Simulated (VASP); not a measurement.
# PtSe2 (Pnnm) in VASP: relaxation of cell and atoms with PBE

Aim: the relaxation of cell and atoms of PtSe2 with PBE.

Everything below comes from runs of VASP 6.6.1. Logs are shortened: lines on timing, memory, paths and dates and some standing lists are left out, and cuts for length are marked.

### 1 The cell of the first run

The structure is orthorhombic, space group Pnnm (No. 58). Conventional cell: a = 5.510 Å, b = 5.955 Å, c = 3.889 Å, α = 90.00°, β = 90.00°, γ = 90.00°. Pt (site symmetry 2/m) has 6 Se at 2.56 to 2.59 Å within 3.4 Å. Se (site symmetry m) has 3 Pt at 2.56 to 2.59 Å and 2 Se at 2.89 to 3.32 Å within 3.4 Å.

### 2 Relaxation of cell and atoms, PBE

Input file INCAR:

```
SYSTEM = PtSe2
PREC = Accurate
ENCUT = 600
EDIFF = 1E-6
ISMEAR = 0
SIGMA = 0.1
LREAL = .False.
LASPH = .True.
NELM = 60
ALGO = Normal
ISIF = 3
LWAVE = .False.
LCHARG = .False.
GGA = PE
IBRION = 2
NSW = 100
EDIFFG = -0.01
```

Input file KPOINTS:

```
regular mesh
0
Gamma
  8 6 10
  0 0 0
```

Input file POSCAR:

```
PtSe2
1.0
    5.5097483817      0.0000000000      0.0000000000
    0.0000000000      5.9552449051      0.0000000000
    0.0000000000      0.0000000000      3.8891960076
Pt Se
2 4
Direct
    0.5000000000      0.5000000000      0.5000000000
    0.0000000000      0.0000000000      0.0000000000
    0.2722415467      0.8797981376      0.5000000000
    0.7722415467      0.6202018624      0.0000000000
    0.7277584533      0.1202018624      0.5000000000
    0.2277584533      0.3797981376      0.0000000000
```

Potentials or basis: VASP PAW PBE potentials, release 64 (Pt, Se).

The run is started by

```
> cat potpaw_PBE.64/Pt/POTCAR potpaw_PBE.64/Se/POTCAR > POTCAR
> mpirun -np 1 vasp_std > vasp.out
```

OUTCAR:

```text
SYSTEM = PtSe2
   PREC = Accurate
   ENCUT = 600
   EDIFF = 1E-6
   ISMEAR = 0
   LREAL = .False.
   LASPH = .True.
   NELM = 60
   ISIF = 3
   GGA = PE
   IBRION = 2
   NSW = 100
   EDIFFG = -0.01

 ion  position               nearest neighbor table
   1  0.500  0.500  0.500-   4 2.56   6 2.56   4 2.56   6 2.56   5 2.59   3 2.59
   2  0.000  0.000  0.000-   3 2.56   5 2.56   3 2.56   5 2.56   4 2.59   6 2.59
   3  0.272  0.880  0.500-   2 2.56   2 2.56   1 2.59
   4  0.772  0.620  0.000-   1 2.56   1 2.56   2 2.59
   5  0.728  0.120  0.500-   2 2.56   2 2.56   1 2.59
   6  0.228  0.380  0.000-   1 2.56   1 2.56   2 2.59

  LATTYP: Found a simple orthorhombic cell.
 ALAT       =     3.8891960076
 B/A-ratio  =     1.4166805610
 C/A-ratio  =     1.5312277636

  Lattice vectors:

 A1 = (   0.0000000000,   0.0000000000,   3.8891960076)
 A2 = (   5.5097483817,   0.0000000000,   0.0000000000)
 A3 = (   0.0000000000,   5.9552449051,   0.0000000000)

Analysis of symmetry for initial positions (statically):
=====================================================================
 Subroutine PRICEL returns:
 Original cell was already a primitive cell.

 Routine SETGRP: Setting up the symmetry group for a
 simple orthorhombic supercell.

 Subroutine GETGRP returns: Found  8 space group operations
 (whereof  4 operations were pure point group operations)
 out of a pool of  8 trial point group operations.

The static configuration has the point symmetry C_2h.
 The point group associated with its full space group is D_2h.

Analysis of symmetry for dynamics (positions and initial velocities):
=====================================================================
 Subroutine PRICEL returns:
 Original cell was already a primitive cell.

 Routine SETGRP: Setting up the symmetry group for a
 simple orthorhombic supercell.

 Subroutine GETGRP returns: Found  8 space group operations
 (whereof  4 operations were pure point group operations)
 out of a pool of  8 trial point group operations.

The dynamic configuration has the point symmetry C_2h.
 The point group associated with its full space group is D_2h.

 Subroutine INISYM returns: Found  8 space group operations
 (whereof  4 operations are pure point group operations),
 and found     1 'primitive' translations

----------------------------------------------------------------------------------------

                                     Primitive cell

  volume of cell :     127.6119

  direct lattice vectors                    reciprocal lattice vectors
     5.509748382  0.000000000  0.000000000     0.181496491  0.000000000  0.000000000
     0.000000000  5.955244905  0.000000000     0.000000000  0.167919207  0.000000000
     0.000000000  0.000000000  3.889196008     0.000000000  0.000000000  0.257122551

  length of vectors
     5.509748382  5.955244905  3.889196008     0.181496491  0.167919207  0.257122551

  position of ions in fractional coordinates (direct lattice)
     0.500000000  0.500000000  0.500000000
     0.000000000  0.000000000  0.000000000
     0.272241547  0.879798138  0.500000000
     0.772241547  0.620201862  0.000000000
     0.727758453  0.120201862  0.500000000
     0.227758453  0.379798138  0.000000000

  ion indices of the primitive-cell ions
   primitive index   ion index
                 1           1
                 2           2
                 3           3
                 4           4
                 5           5
                 6           6

----------------------------------------------------------------------------------------

 KPOINTS: regular mesh

Automatic generation of k-mesh.
 Grid dimensions read from file:
 generate k-points for:    8    6   10

 Generating k-lattice:

  Cartesian coordinates                     Fractional coordinates (reciprocal lattice)
     0.022687061  0.000000000  0.000000000     0.125000000  0.000000000  0.000000000
     0.000000000  0.027986534  0.000000000     0.000000000  0.166666667  0.000000000
     0.000000000  0.000000000  0.025712255     0.000000000  0.000000000  0.100000000

  Length of vectors
     0.022687061  0.027986534  0.025712255

  Shift w.r.t. Gamma in fractional coordinates (k-lattice)
     0.000000000  0.000000000  0.000000000

 Subroutine IBZKPT returns following result:
 ===========================================

 Found    120 irreducible k-points:

 Following reciprocal coordinates:
            Coordinates               Weight
  0.000000  0.000000  0.000000      1.000000
  0.125000  0.000000  0.000000      2.000000
  0.250000  0.000000  0.000000      2.000000
  0.375000  0.000000  0.000000      2.000000
  0.500000  0.000000  0.000000      1.000000
  0.000000  0.166667  0.000000      2.000000
[... 16 lines left out ...]
  0.250000  0.000000  0.100000      4.000000
  0.375000  0.000000  0.100000      4.000000
 [... further k-points ...]
   k-points           NKPTS =    120   k-points in BZ     NKDIM =    120   number of bands    NBANDS=     26
   number of dos      NEDOS =    301   number of ions     NIONS =      6
   total plane-waves  NPLWV =  73728
   dimension x,y,z NGX =    48 NGY =   48 NGZ =   32
   dimension x,y,z NGXF=    96 NGYF=   96 NGZF=   64
   ions per type =               2   4
   NGX,Y,Z   is equivalent  to a cutoff of  14.48, 13.40, 13.68 a.u.
   NGXF,Y,Z  is equivalent  to a cutoff of  28.97, 26.80, 27.36 a.u.
 SYSTEM =  PtSe2
   PREC   = accura    normal or accurate (medium, high low for compatibility)
   ISTART =      0    job   : 0-new  1-cont  2-samecut
   ICHARG =      2    charge: 1-file 2-atom 10-const
   ISPIN  =      1    spin polarized calculation?
   LNONCOLLINEAR =      F non collinear calculations
   LSORBIT =      F    spin-orbit coupling
   LASPH  =      T    aspherical Exc in radial PAW
   ENCUT  =  600.0 eV  44.10 Ry    6.64 a.u.  11.00 11.89  7.77*2*pi/ulx,y,z
   NELM   =     60;   NELMIN=  2; NELMDL= -5     # of ELM steps
   EDIFF  = 0.1E-05   stopping-criterion for ELM
   LREAL  =      F    real-space projection
   EDIFFG = -.1E-01   stopping-criterion for IOM
   NSW    =    100    number of steps for IOM
   IBRION =      2    ionic relax: 0-MD 1-quasi-New 2-CG
   NFREE  =      1    steps in history (QN), initial steepest desc. (CG)
   ISIF   =      3    stress and relaxation
   ISYM   =      2    0-nonsym 1-usesym 2-fastsym
   POTIM  = 0.5000    time-step for ionic-motion
   TEBEG  =    0.0;   TEEND  =   0.0 temperature during run
   PSTRESS=    0.0 pullay stress
   NELECT =      44.0000    total number of electrons
   NUPDOWN=      -1.0000    fix difference up-down
   EMIN   =  10.00;   EMAX   =-10.00  energy-range for DOS
   EFERMI =   0.00;   METHOD = LEGACY
   ISMEAR =     0;   SIGMA  =   0.10  broadening in eV -4-tet -1-fermi 0-gaus
   EFERMI_NEDOS =   21; number of points for ismear=-14 and -15
   IALGO  =     38    algorithm
   IMIX   =      4    mixing-type and parameters
     AMIX     =   0.40;   BMIX     =  1.00
     AMIX_MAG =   1.60;   BMIX_MAG =  1.00
  volume/ion in A,a.u.               =      21.27       143.53
  Fermi-wavevector in a.u.,A,eV,Ry     =   1.147965  2.169339 17.930079  1.317824
  Thomas-Fermi vector in A             =   2.284642
   LORBIT       =      0    0 simple, 1 ext, 2 COOP (PROOUT), +10 PAW based schemes
   GGA     = PE    functional components
   LHFCALC =     F    Hartree Fock is set to
   AEXX    =    0.0000 exact exchange contribution
   IVDW    =     0    specifies the selected vdW correction
   LEPSILON=     F    determine dielectric tensor
   LRPA    =     F    only Hartree local field effects (RPA)
 conjugate gradient relaxation of ions
 non-spin polarized calculation
 Gauss-broadening in eV      SIGMA  =   0.10
  energy-cutoff  :      600.00
  volume of cell :      127.61
 maximum number of plane-waves:      4296
 NGX is ok and might be reduce to    48
   NGX = 23   NGY = 23   NGZ = 15

--------------------------------------- Ionic step        1  -------------------------------------------

 number of electron      44.0000001 magnetization

 Free energy of the ion-electron system (eV)
  ---------------------------------------------------
  ext. energy  EPLUGINS =         0.00000000
  ---------------------------------------------------
  free energy    TOTEN  =       -27.48626600 eV

  energy without entropy =      -27.47100141  energy(sigma->0) =      -27.47863371

------------------------ aborting loop because EDIFF is reached ----------------------------------------

  FORCE on cell =-STRESS in cart. coord.  units (eV):
  Direction    XX          YY          ZZ          XY          YZ          ZX
  --------------------------------------------------------------------------------------
  -------------------------------------------------------------------------------------
  Total        0.0472128      0.3118211      0.2430886      0.0000000      0.0000000      0.0000000
  in kB        0.5927604      3.9149375      3.0519953      0.0000000      0.0000000      0.0000000
  external PRESSURE =       2.5198977 kB  Pullay stress =       0.0000000 kB
[... 101 lines left out ...]
  FREE ENERGIE OF THE ION-ELECTRON SYSTEM (eV)
  ---------------------------------------------------
  free  energy   TOTEN  =       -27.4909526443 eV

  energy  without entropy=      -27.4750364525  energy(sigma->0) =      -27.48299455

[... ionic steps 4 to 11 ...]

--------------------------------------- Ionic step       12  -------------------------------------------

 number of electron      44.0000000 magnetization

------------------------ aborting loop because EDIFF is reached ----------------------------------------
[... 75 lines left out ...]
--------------------------------------- Ionic step       14  -------------------------------------------

 number of electron      44.0000000 magnetization

 Free energy of the ion-electron system (eV)
  ---------------------------------------------------
  ext. energy  EPLUGINS =         0.00000000
  ---------------------------------------------------
  free energy    TOTEN  =       -27.49595681 eV

  energy without entropy =      -27.47901534  energy(sigma->0) =      -27.48748608

 E-fermi :   5.7695     XC(G=0): -10.4152

 val. band max:        5.7677922701   @ k =   0.0000   0.1667   0.2000
 cond. band min:       5.7751853027   @ k =   0.2500   0.0000   0.4000
 fundamental gap:      0.0073930326
 Fermi energy:         5.7695171848

 k-point     1 :       0.0000    0.0000    0.0000
  band No.  band energies     occupation
      1      -9.4069      2.00000
      2      -7.9602      2.00000
      3      -7.1791      2.00000
      4      -6.9863      2.00000
      5      -1.6406      2.00000
      6      -0.6536      2.00000
[... 685 lines left out ...]
     25       7.1333      0.00000
     26       7.6755      0.00000

 [... further k-points ...]

------------------------ aborting loop because EDIFF is reached ----------------------------------------

  FORCE on cell =-STRESS in cart. coord.  units (eV):
  Direction    XX          YY          ZZ          XY          YZ          ZX
  --------------------------------------------------------------------------------------
  -------------------------------------------------------------------------------------
  Total       -0.0189538      0.0079260      0.0222430      0.0000000      0.0000000      0.0000000
  in kB       -0.2367176      0.0989898      0.2777962      0.0000000      0.0000000      0.0000000
  external PRESSURE =       0.0466895 kB  Pullay stress =       0.0000000 kB
[... 21 lines left out ...]
  FREE ENERGIE OF THE ION-ELECTRON SYSTEM (eV)
  ---------------------------------------------------
  free  energy   TOTEN  =       -27.4959568149 eV

  energy  without entropy=      -27.4790153385  energy(sigma->0) =      -27.48748608

 reached required accuracy - stopping structural energy minimisation
```

Run time: 21 min. Hardware: 1 thread of Intel Xeon 6975P-C (Granite Rapids), shared host; peak memory 0.57 GiB.

Results:

```yaml
Free_energy: -27.4960 eV
Relaxed_volume: 21.38 Å³/atom
Relaxed_cell: a = 5.491 Å, b = 5.975 Å, c = 3.910 Å, α = 90.00°, β = 90.00°, γ = 90.00°
Space_group_after_relaxing_to_0.1_Å: Pnnm (No. 58)
Energy_gained_by_relaxing: 1.6 meV/atom
Ionic_steps: 14
Pressure_after_relaxing: 0.0 GPa
Largest_force_after_relaxing: 0.007 eV/Å
Band_gap_on_the_k_mesh: zero (bands 22 and 23 overlap by 0.73 eV)
```

Forces on the atoms (eV/Å):
```
Pt   0.000  0.000  0.000
Pt   0.000  0.000  0.000
Se   0.001 -0.006  0.000
Se   0.001  0.006  0.000
Se  -0.001  0.006  0.000
Se  -0.001 -0.006  0.000
```

The path:
| step | energy change (eV) | largest force (eV/Å) | pressure (GPa) | volume (Å³) |
| --- | --- | --- | --- | --- |
| 1 | 0.0000 | 0.1357 | 0.25 | 127.61 |
| 2 | -0.0036 | 0.1114 | -0.19 | 128.23 |
| 3 | -0.0047 | 0.0873 | -0.67 | 128.92 |
| 4 | -0.0064 | 0.0685 | -0.51 | 128.79 |
| 5 | -0.0083 | 0.0507 | -0.15 | 128.49 |
| 6 | -0.0084 | 0.0543 | -0.05 | 128.43 |
| 7 | -0.0088 | 0.0455 | -0.02 | 128.36 |
| 8 | -0.0094 | 0.0284 | 0.02 | 128.25 |
| 9 | -0.0093 | 0.0119 | 0.15 | 128.01 |
| 10 | -0.0095 | 0.0141 | 0.09 | 128.14 |
| 11 | -0.0096 | 0.0116 | -0.04 | 128.28 |
| 12 | -0.0096 | 0.0116 | -0.02 | 128.27 |
| 13 | -0.0096 | 0.0102 | -0.02 | 128.28 |
| 14 | -0.0097 | 0.0066 | 0.00 | 128.29 |

Final structure:
```
Pt Se
1.0
     5.49051    0.00000    0.00000
     0.00000    5.97509    0.00000
     0.00000    0.00000    3.91039
Pt Se
2 4
Direct
  0.50000 0.50000 0.50000
  0.00000 0.00000 0.00000
  0.26705 0.87726 0.50000
  0.76705 0.62274 0.00000
  0.73295 0.12273 0.50000
  0.23295 0.37726 0.00000
```

Caveat: spin-orbit coupling is left out, which moves the levels of the heavy elements.
